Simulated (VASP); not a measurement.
# ZrHgS3 (Pm-3m) in VASP: vibrations by perturbation theory with PBEsol

Aim: the vibrations by perturbation theory of ZrHgS3 with PBEsol.

All numbers are computed with VASP 6.6.1; they aren't measurements. Logs are shortened: lines on timing, memory, paths and dates and some standing lists are left out, and cuts for length are marked.

### 1 The cell of the first run

Symmetry: Pm-3m, No. 221, cubic system. Conventional cell: a = 5.018 Å, b = 5.018 Å, c = 5.018 Å, α = 90.00°, β = 90.00°, γ = 90.00°. Hg (site symmetry m-3m) has 12 S at 3.55 Å and 8 Zr at 4.35 Å within 4.7 Å. Zr (site symmetry m-3m) has 6 S at 2.51 Å within 3.3 Å. Within 3.3 Å of S (site symmetry 4/mmm) lie 2 Zr at 2.51 Å.

### 2 Vibrations by perturbation theory, PBEsol

INCAR

```
ALGO = Normal ; EDIFF = 1E-8
ENCUT = 520 ; GGA = PS
IBRION = 8 ; ISIF = 2
ISMEAR = -1 ; LASPH = T
LCHARG = F ; LREAL = F
LWAVE = F ; NBANDS = 29
NELM = 100 ; NSW = 1
PREC = Accurate ; SIGMA = 0.15
```

KPOINTS

```
k-points
0
Gamma
  8 8 8
```

POSCAR

```
ZrHgS3
1.0
    5.0181000000      0.0000000000      0.0000000000
    0.0000000000      5.0181000000      0.0000000000
    0.0000000000      0.0000000000      5.0181000000
Hg Zr S
1 1 3
Direct
    0.0000000000      0.0000000000      0.0000000000
    0.5000000000      0.5000000000      0.5000000000
    0.5000000000      0.5000000000      0.0000000000
    0.5000000000      0.0000000000      0.5000000000
    0.0000000000      0.5000000000      0.5000000000
```

Potentials or basis: VASP PAW PBE potentials, release 64 (Hg, Zr_sv, S).

Launch:

```console
$ cat potpaw_PBE.64/Hg/POTCAR potpaw_PBE.64/Zr_sv/POTCAR potpaw_PBE.64/S/POTCAR > POTCAR
$ mpirun -np 1 vasp_std > vasp.out
```

OUTCAR:

```text
EDIFF = 1E-8
   ENCUT = 520
   GGA = PS
   IBRION = 8
   ISIF = 2
   ISMEAR = -1
   LASPH = T
   LREAL = F
   NELM = 100
   NSW = 1
   PREC = Accurate

 ion  position               nearest neighbor table
   1  0.000  0.000  0.000-
   2  0.500  0.500  0.500-   3 2.51   4 2.51   5 2.51   3 2.51   4 2.51   5 2.51
   3  0.500  0.500  0.000-   2 2.51   2 2.51
   4  0.500  0.000  0.500-   2 2.51   2 2.51
   5  0.000  0.500  0.500-   2 2.51   2 2.51

  LATTYP: Found a simple cubic cell.
 ALAT       =     5.0181000000

  Lattice vectors:

 A1 = (   5.0181000000,   0.0000000000,   0.0000000000)
 A2 = (   0.0000000000,   5.0181000000,   0.0000000000)
 A3 = (   0.0000000000,   0.0000000000,   5.0181000000)

Analysis of symmetry for initial positions (statically):
=====================================================================
 Subroutine PRICEL returns:
 Original cell was already a primitive cell.

 Routine SETGRP: Setting up the symmetry group for a
 simple cubic supercell.

 Subroutine GETGRP returns: Found 48 space group operations
 (whereof 48 operations were pure point group operations)
 out of a pool of 48 trial point group operations.

The static configuration has the point symmetry O_h .

Analysis of symmetry for dynamics (positions and initial velocities):
=====================================================================
 Subroutine PRICEL returns:
 Original cell was already a primitive cell.

 Routine SETGRP: Setting up the symmetry group for a
 simple cubic supercell.

 Subroutine GETGRP returns: Found 48 space group operations
 (whereof 48 operations were pure point group operations)
 out of a pool of 48 trial point group operations.

The dynamic configuration has the point symmetry O_h .

 Subroutine INISYM returns: Found 48 space group operations
 (whereof 48 operations are pure point group operations),
 and found     1 'primitive' translations

----------------------------------------------------------------------------------------

                                     Primitive cell

  volume of cell :     126.3624

  direct lattice vectors                    reciprocal lattice vectors
     5.018100000  0.000000000  0.000000000     0.199278611  0.000000000  0.000000000
     0.000000000  5.018100000  0.000000000     0.000000000  0.199278611  0.000000000
     0.000000000  0.000000000  5.018100000     0.000000000  0.000000000  0.199278611

  length of vectors
     5.018100000  5.018100000  5.018100000     0.199278611  0.199278611  0.199278611

  position of ions in fractional coordinates (direct lattice)
     0.000000000  0.000000000  0.000000000
     0.500000000  0.500000000  0.500000000
     0.500000000  0.500000000  0.000000000
     0.500000000  0.000000000  0.500000000
     0.000000000  0.500000000  0.500000000

  ion indices of the primitive-cell ions
   primitive index   ion index
                 1           1
                 2           2
                 3           3
                 4           4
                 5           5

----------------------------------------------------------------------------------------

 KPOINTS: k-points

Automatic generation of k-mesh.
 Grid dimensions read from file:
 generate k-points for:    8    8    8

 Generating k-lattice:

  Cartesian coordinates                     Fractional coordinates (reciprocal lattice)
     0.024909826  0.000000000  0.000000000     0.125000000  0.000000000  0.000000000
     0.000000000  0.024909826  0.000000000     0.000000000  0.125000000  0.000000000
[... 87 lines left out ...]
   LEPSILON=     F    determine dielectric tensor
   LRPA    =     F    only Hartree local field effects (RPA)
 non-spin polarized calculation
  energy-cutoff  :      520.00
  volume of cell :      126.36
 maximum number of plane-waves:      3448
 NGX is ok and might be reduce to    40
   NGX = 19   NGY = 19   NGZ = 19

--------------------------------------- Ionic step        1  -------------------------------------------

 number of electron      42.0000004 magnetization

 Free energy of the ion-electron system (eV)
  ---------------------------------------------------
  ext. energy  EPLUGINS =         0.00000000
  ---------------------------------------------------
  free energy    TOTEN  =       -25.25981759 eV

  energy without entropy =      -24.94229306  energy(sigma->0) =      -25.10105532

 E-fermi :   2.5293     XC(G=0):  -9.5396

 val. band max:        2.4998087580   @ k =   0.2500   0.1250   0.1250
 cond. band min:       2.5589295021   @ k =   0.2500   0.2500   0.1250
 fundamental gap:      0.0591207442
 Fermi energy:         2.5293275676

 k-point     1 :       0.0000    0.0000    0.0000
  band No.  band energies     occupation
      1     -46.0780      2.00000
      2     -24.1784      2.00000
      3     -24.1784      2.00000
      4     -24.1784      2.00000
      5      -9.8038      2.00000
      6      -8.8206      2.00000
[... 757 lines left out ...]
     28       8.2256      0.00000
     29       8.5724      0.00000

 [... further k-points ...]
[... 5 lines left out ...]
  --------------------------------------------------------------------------------------
  -------------------------------------------------------------------------------------
  Total       -2.1843032     -2.1843032     -2.1843032     -0.0000000      0.0000000      0.0000000
  in kB      -27.6952680    -27.6952680    -27.6952680     -0.0000000      0.0000000      0.0000000
  external PRESSURE =     -27.6952680 kB  Pullay stress =       0.0000000 kB

 VOLUME and BASIS-vectors are now :
 -----------------------------------------------------------------------------
  energy-cutoff  :      520.00
  volume of cell :      126.36
      direct lattice vectors                 reciprocal lattice vectors
     5.018100000  0.000000000  0.000000000     0.199278611  0.000000000  0.000000000
     0.000000000  5.018100000  0.000000000     0.000000000  0.199278611  0.000000000
     0.000000000  0.000000000  5.018100000     0.000000000  0.000000000  0.199278611

 POSITION                                       TOTAL-FORCE (eV/Angst)
 -----------------------------------------------------------------------------------
      0.00000      0.00000      0.00000         0.000000      0.000000      0.000000
      2.50905      2.50905      2.50905         0.000000      0.000000      0.000000
      2.50905      2.50905      0.00000         0.000000      0.000000      0.000000
      2.50905      0.00000      2.50905         0.000000      0.000000      0.000000
      0.00000      2.50905      2.50905         0.000000      0.000000      0.000000
 -----------------------------------------------------------------------------------
    total drift:                                0.000000      0.000000     -0.000000

  FREE ENERGIE OF THE ION-ELECTRON SYSTEM (eV)
  ---------------------------------------------------
  free  energy   TOTEN  =       -25.2598175897 eV

  energy  without entropy=      -24.9422930584  energy(sigma->0) =      -25.10105532

[... ionic steps 2 to 9 ...]

--------------------------------------- Ionic step       10  -------------------------------------------

------------------------ aborting loop because EDIFF is reached ----------------------------------------

[... ionic steps 11 to 11 ...]

--------------------------------------- Ionic step       12  -------------------------------------------

 Free energy of the ion-electron system (eV)
  ---------------------------------------------------
  ---------------------------------------------------
  free energy    TOTEN  =        -0.12017490 eV

  energy without entropy =       -0.12017502

------------------------ aborting loop because EDIFF is reached ----------------------------------------

 INTERNAL STRAIN TENSOR  FOR ION    3  DIRECTION 3   (eV/Angst):
 -----------------------------------------------------------------------------
    -0.00750  0.00000  0.00000
     0.00000 -0.00750 -0.00000
    -0.00000  0.00000  0.04386

 INTERNAL STRAIN TENSOR FOR ION    5 for displacements in x,y,z  (eV/Angst):
          X           Y           Z          XY          YZ          ZX
  --------------------------------------------------------------------------------
  x     0.00000     0.00000     0.00000     0.00000     0.00000     0.00000
  y     0.00000     0.00000     0.00000     0.00000     0.00000     0.00000
  z     0.00000     0.00000     0.00000     0.00000     0.00000     0.00000

 SECOND DERIVATIVES (NOT SYMMETRIZED)
 ------------------------------------
               1X          1Y          1Z          2X          2Y          2Z          3X          3Y          3Z          4X          4Y          4Z          5X          5Y          5Z
  1X     0.646235    0.000000    0.000000    0.411074    0.000000    0.000000   -0.312761    0.000000   -0.000000   -0.312761    0.000000    0.000000   -0.431788    0.000000    0.000000
  1Y     0.000000    0.646235    0.000000    0.000000    0.411074    0.000000    0.000000   -0.312761    0.000000    0.000000   -0.431788    0.000000    0.000000   -0.312761    0.000000
  1Z     0.000000    0.000000    0.646235    0.000000    0.000000    0.411074    0.000000    0.000000   -0.431788    0.000000   -0.000000   -0.312761    0.000000    0.000000   -0.312761
  2X     0.406557    0.000000    0.000000   -2.922097   -0.000000   -0.000000   -0.971426    0.000000   -0.000000   -0.971426    0.000000   -0.000000    4.458391   -0.000000    0.000000
  2Y    -0.000000    0.406557   -0.000000   -0.000000   -2.922097    0.000000    0.000000   -0.971426   -0.000000   -0.000000    4.458391   -0.000000    0.000000   -0.971426   -0.000000
  2Z    -0.000000   -0.000000    0.406557   -0.000000   -0.000000   -2.922097    0.000000    0.000000    4.458391    0.000000    0.000000   -0.971426    0.000000    0.000000   -0.971426
  3X    -0.312973    0.000000    0.000000   -0.978826    0.000000    0.000000   -0.016667    0.000000    0.000000   -0.479518    0.000000    0.000000    1.787985    0.000000    0.000000
  3Y     0.000000   -0.312973    0.000000    0.000000   -0.978826    0.000000    0.000000   -0.016667    0.000000    0.000000    1.787985    0.000000    0.000000   -0.479518    0.000000
  3Z    -0.000000   -0.000000   -0.429660    0.000000    0.000000    4.453801    0.000000    0.000000   -7.597192   -0.000000   -0.000000    1.786525   -0.000000   -0.000000    1.786525
  4X    -0.312973    0.000000    0.000000   -0.978826    0.000000    0.000000   -0.479518    0.000000    0.000000   -0.016667    0.000000    0.000000    1.787985    0.000000    0.000000
  4Y     0.000000   -0.429660    0.000000   -0.000000    4.453801    0.000000   -0.000000    1.786525    0.000000   -0.000000   -7.597192   -0.000000    0.000000    1.786525   -0.000000
  4Z     0.000000    0.000000   -0.312973    0.000000    0.000000   -0.978826    0.000000    0.000000    1.787985    0.000000    0.000000   -0.016667    0.000000    0.000000   -0.479518
  5X    -0.429660    0.000000    0.000000    4.453801    0.000000    0.000000    1.786525   -0.000000    0.000000    1.786525    0.000000   -0.000000   -7.597192   -0.000000   -0.000000
  5Y     0.000000   -0.312973    0.000000    0.000000   -0.978826    0.000000    0.000000   -0.479518    0.000000    0.000000    1.787985    0.000000    0.000000   -0.016667    0.000000
  5Z     0.000000    0.000000   -0.312973    0.000000    0.000000   -0.978826    0.000000    0.000000    1.787985    0.000000    0.000000   -0.479518    0.000000    0.000000   -0.016667

 Eigenvectors and eigenvalues of the dynamical matrix
 ----------------------------------------------------

   1 f  =    8.432027 THz    52.979988 2PiTHz  281.262146 cm-1    34.872046 meV
             X         Y         Z           dx          dy          dz
      0.000000  0.000000  0.000000    -0.000000   -0.000000   -0.014358
      2.509050  2.509050  2.509050    -0.000000   -0.000000    0.316180
      2.509050  2.509050  0.000000    -0.000000   -0.000000   -0.903922
      2.509050  0.000000  2.509050    -0.000000    0.000000    0.203407
      0.000000  2.509050  2.509050     0.000000    0.000000    0.203407
[... 105 lines left out ...]
  15 f/i=    1.878231 THz    11.801271 2PiTHz   62.651032 cm-1     7.767734 meV
             X         Y         Z           dx          dy          dz
      0.000000  0.000000  0.000000    -0.000000   -0.000000   -0.000000
      2.509050  2.509050  2.509050    -0.000000   -0.000000   -0.000000
      2.509050  2.509050  0.000000    -0.053024   -0.705072    0.000000
      2.509050  0.000000  2.509050     0.053024    0.000000    0.007838
      0.000000  2.509050  2.509050     0.000000    0.705072   -0.007838

--------------------------------------------------------------------------------------------------------

 ELASTIC MODULI CONTR FROM IONIC RELAXATION (kBar)
 Direction    XX          YY          ZZ          XY          YZ          ZX
 --------------------------------------------------------------------------------
 XX           0.0000      0.0000      0.0000      0.0000      0.0000      0.0000
 YY           0.0000      0.0000      0.0000      0.0000      0.0000      0.0000
 ZZ           0.0000      0.0000      0.0000      0.0000      0.0000      0.0000
 XY           0.0000      0.0000      0.0000      0.0000      0.0000      0.0000
 YZ           0.0000      0.0000      0.0000      0.0000      0.0000      0.0000
 ZX           0.0000      0.0000      0.0000      0.0000      0.0000      0.0000
 --------------------------------------------------------------------------------
```

Run time: 21 min. Hardware: 1 thread of Intel Xeon 6975P-C (Granite Rapids), shared host; peak memory 1 GiB.

What came out:

```
Highest phonon frequency at Γ, LO-TO splitting left out : 281 cm⁻¹
Most unstable mode                                      : 63i cm⁻¹
```

Phonon frequencies in cm⁻¹ (negative: imaginary):
| q point | frequencies |
| --- | --- |
| (0.000, 0.000, 0.000) | -63 -63 -63 -62 -62 -62 0 0 0 35 35 35 281 281 281 |

Caveat: the cell stands under pressure or tension, which shifts response properties; some modes are imaginary; the PAW data sets were made with another functional, which shifts forces and pressure a little; spin-orbit coupling is left out, which moves the levels of the heavy elements.
